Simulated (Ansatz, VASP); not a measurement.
MgS in VASP and in Ansatz

The input INCAR:

```
  PREC = Accurate
  ENCUT = 520
  EDIFF = 1E-6
  ISMEAR = 0
  SIGMA = 0.01
  LREAL = F
  LASPH = T
  NELM = 100
  ALGO = Normal
  ISIF = 2
  LWAVE = F
  LCHARG = F
  NBANDS = 11
```

KPOINTS

```
regular mesh
0
Gamma
  8 8 8
```

POSCAR

```
MgS
1.0
    0.0000000000      2.5641824518      2.5641824518
    2.5641824518      0.0000000000      2.5641824518
    2.5641824518      2.5641824518      0.0000000000
Mg S
1 1
Direct
    0.0019499392      0.0019499392      0.0019499392
    0.5000000000      0.5000000000      0.5000000000
```

Input for Ansatz:

```yaml
crystal:
  lattice:
    - [0.0, 2.56418245179, 2.56418245179]
    - [2.56418245179, 0.0, 2.56418245179]
    - [2.56418245179, 2.56418245179, 0.0]
  atoms:
    - { symbol: Mg, position: [0.001949939247, 0.001949939247, 0.001949939247] }
    - { symbol: S, position: [0.5, 0.5, 0.5] }
kpoints:
  mp_grid: { grid: [8, 8, 8] }
scf:
  occupations: { method: fixed }
  convergence: { dr2_threshold: 1.0e-10 }
hamiltonian:
  xc: lda
  pseudopotentials: { kind: all_electron, lapw: { basis_error: 0.0005 } }
output:
  forces: true
  stress: true
  eigenstates:
    kpoints:
      - [0.0, 0.0, 0.0]
      - [0.0, -0.5, -0.5]
      - [-0.5, 0.0, -0.5]
      - [-0.5, -0.5, 0.0]
      - [-0.5, 0.0, 0.0]
      - [0.0, -0.5, 0.0]
      - [0.0, 0.0, -0.5]
      - [-0.5, -0.5, -0.5]
  eigenvalues: true
```

Change from the starting cell: atom 1 moved by [0.01, 0.01, 0.01] A.

Alike in both runs: task single point; functional LDA; k mesh 8 × 8 × 8; no spin polarisation.

|  | VASP | Ansatz |
| --- | --- | --- |
| version | VASP 6.6.1 | Ansatz 0.2.0 |
| potentials or method | VASP PAW LDA potentials, release 64 (Mg, S), cutoff 520 eV | all-electron LAPW, scalar-relativistic |
| occupations | gaussian, width 0.01 eV | fixed |

|  | VASP | Ansatz | Ansatz less VASP |
| --- | --- | --- | --- |
| gap on the k mesh at the Fermi level (eV) | 2.65 | 2.65 | +0.001 |
| pressure (GPa) | -0.5 | 0.1 | +0.63 |
| rms of the force components (eV/Å) | 0.032 | 0.032 | 0.0000 |

LDA's correlation is that of Perdew and Zunger in VASP and of Perdew and Wang (1992) in Ansatz. Atom by atom the forces differ by 0.000 eV/Å (rms over components). Ansatz ran all-electron here, and VASP with PAW potentials.
